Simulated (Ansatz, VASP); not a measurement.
One calculation of ZnSe, two programs

```xyz
4
Lattice="3.7797 0.0000 0.0000 -1.8898 3.2733 0.0000 0.0000 0.0000 6.1319" Properties=species:S:1:pos:R:3 pbc="T T T"
Zn    0.0000    0.0000    0.0000
Zn    0.0000    0.0000    3.0659
Se    0.0000    2.1822    1.5330
Se    1.8898    1.0911    4.5989
```

Alike in both runs: task single point; functional PBE; k mesh 12 × 12 × 4; occupations fermi-dirac, width 0.02 eV; no spin polarisation.

```csv
,VASP,Ansatz
version,VASP 6.6.1,Ansatz 0.2.0
potentials or method,"VASP PAW PBE potentials, release 64 (Zn, Se)","plane waves, PAW"
plane-wave cutoff (eV),520,420
valence electrons in the cell,36,56
```

Ansatz gave:

| Quantity | Value |
| --- | --- |
| pressure (GPa) | 2.1 |

Task: What did VASP give for the same quantities?

Result: Pressure (GPa): 2.4.

With one functional, cell and mesh, what is left measures potentials, basis and numerics. VASP's potentials hold 36 valence electrons a cell and Ansatz's 56, so a difference there can come from the potentials and not from the codes.
